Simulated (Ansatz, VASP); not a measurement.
**TiC in VASP and in Ansatz**

File INCAR:

```
  ALGO = Normal
  EDIFF = 1E-6
  ENCUT = 600
  GGA = PE
  GGA_COMPAT = F
  ISIF = 2
  ISMEAR = 0
  LASPH = T
  LCHARG = F
  LREAL = F
  LWAVE = F
  NBANDS = 15
  NELM = 120
  PREC = Accurate
  SIGMA = 0.028000000000000004
```

KPOINTS

```
k-points
0
Gamma
  11 11 11
```

POSCAR

```
TiC
1.0
    0.0000000000      2.1657188437      2.1657188437
    2.1657188437      0.0000000000      2.1657188437
    2.1657188437      2.1657188437      0.0000000000
Ti C
1 1
Direct
    0.0000000000      0.0000000000      0.0000000000
    0.5000000000      0.5000000000      0.5000000000
```

File input.yaml:

```yaml
crystal:
  lattice:
    - [0.0, 2.1657188437, 2.1657188437]
    - [2.1657188437, 0.0, 2.1657188437]
    - [2.1657188437, 2.1657188437, 0.0]
  atoms:
    - { symbol: Ti, position: [0.0, 0.0, 0.0] }
    - { symbol: C, position: [0.5, 0.5, 0.5] }
hamiltonian:
  xc: pbe
  pseudopotentials: { kind: paw }
kpoints:
  mp_grid: { grid: [11, 11, 11] }
scf:
  occupations: { method: gaussian, width: 0.028 }
output:
  forces: true
  stress: true
  eigenvalues: true
  write_density: true
  write_potential: true
  elf: true
  volumetric_format: npy
```

Alike in both runs: task single point; functional PBE; k mesh 11 × 11 × 11; occupations gaussian, width 0.028 eV; no spin polarisation.

```csv
,VASP,Ansatz
version,VASP 6.6.1,Ansatz 0.2.0
potentials or method,"VASP PAW PBE potentials, release 64 (Ti_sv, C)",Ansatz PAW
plane-wave cutoff (eV),600,420
valence electrons in the cell,16,16
```

VASP gave:

| Item | Value |
| --- | --- |
| gap on the k mesh at the Fermi level (eV) | none |
| pressure (GPa) | 0.4 |

**Question.** Estimate Ansatz's values.

**Answer.** gap on the k mesh at the Fermi level (eV): none; pressure (GPa): 0.3.

A gap of «none» marks a metal or a gap that the smearing closes. The functional is the same, so the differences come from potentials, cutoffs and numerics.
